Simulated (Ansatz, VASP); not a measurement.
# Two plane-wave programs on AlNi3

INCAR

```
SYSTEM = AlNi3
  PREC = Accurate
  ENCUT = 520
  EDIFF = 1E-6
  ISMEAR = 0
  SIGMA = 0.15
  LREAL = .False.
  LASPH = .True.
  NELM = 100
  ALGO = Fast
  ISIF = 2
  LWAVE = .False.
  LCHARG = .True.
  GGA = PS
  LELF = .True.
  LVHAR = .True.
  NBANDS = 24
```

The input KPOINTS:

```
Automatic mesh
0
Gamma
  14 14 14
  0 0 0
```

POSCAR

```
AlNi3
1.0
   -0.1327322772      2.7034274915      2.7034274915
    2.7034274915     -0.1327322772      2.7034274915
    2.7034274915      2.7034274915     -0.1327322772
Al Ni
1 3
Direct
    0.5000000000      0.5000000000      0.5000000000
    0.2500000000      0.2500000000      0.2500000000
    0.0000000000      0.0000000000      0.0000000000
    0.7500000000      0.7500000000      0.7500000000
```

Input for Ansatz:

```yaml
crystal:
  lattice:
    - [-0.1327322772, 2.7034274915, 2.7034274915]
    - [2.7034274915, -0.1327322772, 2.7034274915]
    - [2.7034274915, 2.7034274915, -0.1327322772]
  atoms:
    - { symbol: Al, position: [0.5, 0.5, 0.5] }
    - { symbol: Ni, position: [0.25, 0.25, 0.25] }
    - { symbol: Ni, position: [0.0, 0.0, 0.0] }
    - { symbol: Ni, position: [0.75, 0.75, 0.75] }
basis:
  ecutwfc: 520.0
kpoints:
  mp_grid: { grid: [14, 14, 14] }
hamiltonian:
  xc: pbesol
  pseudopotentials: { kind: paw, azcp: { folder: soft_1 } }
scf:
  occupations: { method: gaussian, width: 0.15 }
output:
  forces: true
  stress: true
  eigenvalues: true
```

Alike in both runs: task single point; functional PBEsol; k mesh 14 × 14 × 14; occupations gaussian, width 0.15 eV; no spin polarisation.

|  | VASP | Ansatz |
| --- | --- | --- |
| version | VASP 6.6.1 | Ansatz 0.2.0 |
| potentials or method | VASP PAW PBE potentials, release 64 (Al, Ni), cutoff 520 eV | scalar-relativistic, plane waves, PAW |
| valence electrons in the cell | 33 | 57 |

```csv
,VASP,Ansatz,Ansatz less VASP
gap on the k mesh at the Fermi level (eV),none,none,-
pressure (GPa),8.5,8.5,-0.02
"traceless stress, the component that is largest in VASP (GPa)",9.38,9.44,+0.066
rms of the force components (eV/Å),0.048,0.053,+0.0050
```

VASP's potentials were made for PBE, not for PBEsol, and Ansatz warns of the same on its side. Atom by atom the forces differ by 0.005 eV/Å (rms over components). A gap of «none» marks a metal or a gap that the smearing closes. VASP's potentials hold 33 valence electrons a cell and Ansatz's 57, so a difference there can come from the potentials and not from the codes.
